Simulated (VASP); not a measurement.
PbF2:

```xyz
3
Lattice="0.0000 2.9604 2.9604 2.9604 0.0000 2.9604 2.9604 2.9604 0.0000" Properties=species:S:1:pos:R:3 pbc="T T T"
Pb    0.0000    0.0000    0.0000
F     1.4802    1.4802    1.4802
F     4.4407    4.4407    4.4407
```

Base run:

```yaml
Program: VASP 6.6.1
Functional: PBE
Potentials_or_basis: VASP PAW PBE potentials, release 64 (Pb_d, F)
Cutoff: 600 eV
k_mesh: 6 × 6 × 6
Occupations: gaussian, width 0.01 eV
Spin: no spin polarisation
```

Its results: band gap on the k mesh 4.44 eV (least direct gap 4.56 eV); pressure 2.7 GPa.

Task: The run is repeated on the same cell with these changes: k mesh from 6 × 6 × 6 to 2 × 2 × 2. What comes out?

Result: Band gap on the k mesh 4.44 eV (least direct gap 4.56 eV); pressure 3.2 GPa.

Caveats: some runs use coarse meshes; spin-orbit coupling is left out, which moves the levels of the heavy elements.

A k mesh can miss the band edges.
